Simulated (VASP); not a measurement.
The system is BN.

```xyz
4
Lattice="2.5008 0.0000 0.0000 -1.2504 2.1658 0.0000 0.0000 0.0000 6.8931" Properties=species:S:1:pos:R:3 pbc="T T T"
B     0.0000    1.4439    1.7233
B     1.2504    0.7219    5.1698
N     1.2504    0.7219    1.7233
N     0.0000    1.4439    5.1698
```

Base run:

```yaml
Program: VASP 6.6.1
Functional: r2SCAN
Potentials_or_basis: VASP PAW PBE potentials, release 64 (B, N)
Cutoff: 520 eV
k_mesh: 12 × 12 × 4
Occupations: gaussian, width 0.01 eV
Spin: no spin polarisation
```

Its results: band gap on the k mesh 4.93 eV, indirect (least direct gap 5.37 eV); pressure 0.4 GPa.

Question: The run is repeated on the same cell with these changes: k mesh from 12 × 12 × 4 to 9 × 9 × 4; further incar settings from ALGO = Normal; EDIFF = 1e-07; NBANDS = 16 to ALGO = Normal; EDIFF = 1e-06; NBANDS = 16. What comes out?

Answer: Band gap on the k mesh 5.06 eV, indirect (least direct gap 5.37 eV); pressure 0.4 GPa.

Caveats: the PAW data sets were made with another functional, which shifts forces and pressure a little.

A k mesh can miss the band edges.
